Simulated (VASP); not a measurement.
SrO, 4 atoms in the cell. It takes space group P6_3mc (No. 186, hexagonal). Conventional cell: a = 4.142 Å, b = 4.142 Å, c = 5.494 Å, α = 90.00°, β = 90.00°, γ = 120.00°. Within 3.2 Å of Sr (site symmetry 3m) lie 5 O at 2.39 to 2.75 Å. Within 3.2 Å of O (site symmetry 3m) lie 5 Sr at 2.39 to 2.75 Å.  This cell differs from its parent crystal: ratio of the length along z to the lengths across it x 1.1, volume and fractional coordinates fixed.

| Property | Result |
| --- | --- |
| Program | VASP 6.6.1 |
| Task | single point |
| Functional | LDA |
| Potentials or basis | VASP PAW LDA potentials, release 64 (Sr_sv, O) |
| Cutoff | 520 eV |
| k mesh | 9 × 9 × 6 |
| Occupations | gaussian, width 0.05 eV |
| Spin | no spin polarisation |
| Dipole correction | no |
| Further INCAR settings | ALGO = Normal; EDIFF = 1e-07; NBANDS = 24 |

Potentials or basis: VASP PAW LDA potentials, release 64 (Sr_sv, O).

Command:

```sh
$ cat potpaw_LDA.64/Sr_sv/POTCAR potpaw_LDA.64/O/POTCAR > POTCAR
$ mpirun -np 1 vasp_std > vasp.out
```

Hardware: 1 thread of Intel Xeon 8259CL (shared host).

Task: How long does it take, and how much memory?

Result: It took 2 min on 1 thread of Intel Xeon 8259CL, on a shared host, peak memory 0.22 GiB. Counts: scf iterations 16, k points 48.
